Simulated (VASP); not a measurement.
# CoO (Fm-3m) in VASP: a series of runs

The runs below take CoO through electric field gradients, with PBEsol.

Everything below comes from runs of VASP 6.6.1. Logs are shortened: lines on timing, memory, paths and dates and some standing lists are left out, and cuts for length are marked.

## (1) The cell of the first run

The structure is cubic, space group Fm-3m (No. 225). Conventional cell: a = 4.205 Å, b = 4.205 Å, c = 4.205 Å, α = 90.00°, β = 90.00°, γ = 90.00°. Within 2.8 Å of Co (site symmetry m-3m) lie 6 O at 2.10 Å. Within 2.8 Å of O (site symmetry m-3m) lie 6 Co at 2.10 Å.

## (2) Electric field gradients, PBEsol, collinear spin, ferromagnetic start (volume scaled by 0.96)

Input file INCAR:

```
SYSTEM = CoO
PREC = Accurate ; ENCUT = 520
EDIFF = 1E-8 ; ISMEAR = -1
SIGMA = 0.05 ; LREAL = .False.
LASPH = .True. ; NELM = 150
ALGO = Normal ; ISIF = 2
LWAVE = .False. ; LCHARG = .False.
ISPIN = 2 ; MAGMOM = 2 0
LORBIT = 11 ; LMAXMIX = 4
GGA = PS ; LEFG = .True.
NBANDS = 18
```

Input file KPOINTS:

```
Automatic mesh
0
Gamma
  16 16 16
  0 0 0
```

Input file POSCAR:

```
CoO
1.0
    0.0000000000      2.1026924146      2.1026924146
    2.1026924146      0.0000000000      2.1026924146
    2.1026924146      2.1026924146      0.0000000000
Co O
1 1
Direct
    0.0000000000      0.0000000000      0.0000000000
    0.5000000000      0.5000000000      0.5000000000
```

Potentials or basis: VASP PAW PBE potentials, release 64 (Co, O).

Started as:

```bash
$ cat potpaw_PBE.64/Co/POTCAR potpaw_PBE.64/O/POTCAR > POTCAR
$ mpirun -np 1 vasp_std > vasp.out
```

OUTCAR:

```text
SYSTEM = CoO
   PREC = Accurate
   ENCUT = 520
   EDIFF = 1E-8
   ISMEAR = -1
   LREAL = .False.
   LASPH = .True.
   NELM = 150
   ISIF = 2
   ISPIN = 2
   LORBIT = 11
   GGA = PS

 ion  position               nearest neighbor table
   1  0.000  0.000  0.000-   2 2.10   2 2.10   2 2.10   2 2.10   2 2.10   2 2.10
   2  0.500  0.500  0.500-   1 2.10   1 2.10   1 2.10   1 2.10   1 2.10   1 2.10

  LATTYP: Found a face centered cubic cell.
 ALAT       =     4.2053848292

  Lattice vectors:

 A1 = (   0.0000000000,   2.1026924146,   2.1026924146)
 A2 = (   2.1026924146,   0.0000000000,   2.1026924146)
 A3 = (   2.1026924146,   2.1026924146,   0.0000000000)

Analysis of symmetry for initial positions (statically):
=====================================================================
 Subroutine PRICEL returns:
 Original cell was already a primitive cell.

 Routine SETGRP: Setting up the symmetry group for a
 face centered cubic supercell.

 Subroutine GETGRP returns: Found 48 space group operations
 (whereof 48 operations were pure point group operations)
 out of a pool of 48 trial point group operations.

The static configuration has the point symmetry O_h .

Analysis of symmetry for dynamics (positions and initial velocities):
=====================================================================
 Subroutine PRICEL returns:
 Original cell was already a primitive cell.

 Routine SETGRP: Setting up the symmetry group for a
 face centered cubic supercell.

 Subroutine GETGRP returns: Found 48 space group operations
 (whereof 48 operations were pure point group operations)
 out of a pool of 48 trial point group operations.

The dynamic configuration has the point symmetry O_h .

Analysis of structural, dynamic, and magnetic symmetry:
=====================================================================
 Subroutine PRICEL returns:
 Original cell was already a primitive cell.

 Routine SETGRP: Setting up the symmetry group for a
 face centered cubic supercell.

 Subroutine GETGRP returns: Found 48 space group operations
 (whereof 48 operations were pure point group operations)
 out of a pool of 48 trial point group operations.

The overall configuration has the point symmetry O_h .

[... 155 lines left out ...]
 k-point     1 :       0.0000    0.0000    0.0000
  band No.  band energies     occupation
      1     -12.2211      1.00000
      2       4.9757      1.00000
      3       4.9757      1.00000
      4       4.9757      1.00000
      5       5.1111      1.00000
      6       5.1112      1.00000
[... 493 lines left out ...]
     17      31.8732      0.00000
     18      34.5478      0.00000

 [... further k-points ...]

 spin component 2

 k-point     1 :       0.0000    0.0000    0.0000
  band No.  band energies     occupation
      1     -11.7214      1.00000
      2       5.5438      1.00000
      3       5.5438      1.00000
      4       5.5438      1.00000
      5       7.1825      1.00000
      6       7.1825      1.00000
[... 493 lines left out ...]
     17      32.6992      0.00000
     18      35.3810      0.00000

 [... further k-points ...]
[... 5 lines left out ...]
  --------------------------------------------------------------------------------------
  -------------------------------------------------------------------------------------
  Total       -0.5984527     -0.5984527     -0.5984527     -0.0000000      0.0000000      0.0000000
  in kB      -51.5683437    -51.5683437    -51.5683437     -0.0000000      0.0000000      0.0000000
  external PRESSURE =     -51.5683437 kB  Pullay stress =       0.0000000 kB

 VOLUME and BASIS-vectors are now :
 -----------------------------------------------------------------------------
  energy-cutoff  :      520.00
  volume of cell :       18.59
      direct lattice vectors                 reciprocal lattice vectors
     0.000000000  2.102692415  2.102692415    -0.237790367  0.237790367  0.237790367
     2.102692415  0.000000000  2.102692415     0.237790367 -0.237790367  0.237790367
     2.102692415  2.102692415  0.000000000     0.237790367  0.237790367 -0.237790367

 POSITION                                       TOTAL-FORCE (eV/Angst)
 -----------------------------------------------------------------------------------
      0.00000      0.00000      0.00000        -0.000000     -0.000000     -0.000000
      2.10269      2.10269      2.10269         0.000000      0.000000      0.000000
 -----------------------------------------------------------------------------------
    total drift:                                0.000000     -0.000000     -0.000000

  FREE ENERGIE OF THE ION-ELECTRON SYSTEM (eV)
  ---------------------------------------------------
  free  energy   TOTEN  =       -13.9966018878 eV

  energy  without entropy=      -13.9625179875  energy(sigma->0) =      -13.97955994

 Electric field gradients (V/A^2)
---------------------------------------------------------------------
 ion       V_xx      V_yy      V_zz      V_xy      V_xz      V_yz
---------------------------------------------------------------------
   1      -0.000     0.000    -0.000     0.001     0.001     0.001
   2      -0.000     0.000     0.000    -0.002    -0.002    -0.002
---------------------------------------------------------------------

 Electric field gradients after diagonalization (V/A^2)
 (convention: |V_zz| > |V_xx| > |V_yy|)
----------------------------------------------------------------------
 ion       V_xx      V_yy      V_zz     asymmetry (V_yy - V_xx)/ V_zz
----------------------------------------------------------------------
   1      -0.001    -0.001     0.002       0.000
   2       0.002     0.002    -0.004       0.000
----------------------------------------------------------------------

           NMR quadrupolar parameters

 Cq : quadrupolar parameter    Cq=e*Q*V_zz/h
 eta: asymmetry parameters     (V_yy - V_xx)/ V_zz
 Q  : nuclear electric quadrupole moment in mb (millibarn)
----------------------------------------------------------------------
 ion       Cq(MHz)       eta       Q (mb)
----------------------------------------------------------------------
   1       0.000       0.000       1.000
   2      -0.000       0.000       1.000
----------------------------------------------------------------------

 total charge

# of ion       s       p       d       tot
------------------------------------------
    1        0.308   0.387   7.180   7.875
    2        1.551   3.415   0.000   4.966
--------------------------------------------------
tot          1.859   3.801   7.180  12.841

 magnetization (x)

# of ion       s       p       d       tot
------------------------------------------
    1        0.020   0.018   2.441   2.480
    2        0.030   0.259   0.000   0.289
--------------------------------------------------
tot          0.050   0.277   2.441   2.769
```

OSZICAR:

```text
N       E                     dE             d eps       ncg     rms          rms(c)
DAV:   1     0.755645880783E+02    0.75565E+02   -0.66020E+03 10868   0.966E+02
[... 12 lines left out ...]
DAV:  14    -0.139966011243E+02    0.12799E-04   -0.34070E-05 15850   0.701E-02    0.110E-02
DAV:  15    -0.139966015385E+02   -0.41413E-06   -0.21415E-06 14460   0.149E-02    0.761E-03
DAV:  16    -0.139966018913E+02   -0.35284E-06   -0.17409E-06 14886   0.192E-02    0.430E-03
DAV:  17    -0.139966019327E+02   -0.41410E-07   -0.23349E-07 13032   0.574E-03    0.139E-03
DAV:  18    -0.139966019160E+02    0.16692E-07   -0.18720E-08  8752   0.196E-03    0.488E-04
DAV:  19    -0.139966018967E+02    0.19299E-07   -0.84618E-09  6128   0.106E-03    0.235E-04
DAV:  20    -0.139966018878E+02    0.89135E-08   -0.20528E-09  5746   0.631E-04
   1 F= -.13996602E+02 E0= -.13979560E+02  d E =-.340839E-01  mag=     2.8183
```

stdout:

```text
POSCAR found type information on POSCAR CoO
 POSCAR found :  2 types and       2 ions
 scaLAPACK will be used
 -----------------------------------------------------------------------------
|                                                                             |
|                                                                             |
|     You enforced a specific xc type in the INCAR file but a different       |
|     I HOPE YOU KNOW WHAT YOU ARE DOING!                                     |
|                                                                             |
 -----------------------------------------------------------------------------

 LDA part: xc-table for (Slater+PW92), standard interpolation
 POSCAR, INCAR and KPOINTS ok, starting setup
 FFT: planning ... GRIDC
 FFT: planning ... GRID_SOFT
 FFT: planning ... GRID
 WAVECAR not read
 entering main loop
ion   1

ion   2
```

Wall time 76 s (1 thread of Intel Xeon Platinum 8488C (Sapphire Rapids), shared host); peak memory 0.21 GiB.

What came out:

```yaml
Free_energy: -13.9966 eV
Pressure: -5.2 GPa
Net_moment: 2.82 μB per cell
Site_moments: Co +2.48; O +0.29 μB
Valence_electrons_inside_the_program's_atomic_spheres: Co 7.88; O 4.97
```

Caveat: without QUAD_EFG the Cq values of the log hold for a quadrupole moment of 1 mb, not for the nuclei; the PAW data sets were made with another functional, which shifts forces and pressure a little; a cell with one magnetic atom can't hold antiferromagnetic order, which such compounds often take.

[end of part 1 of 3]
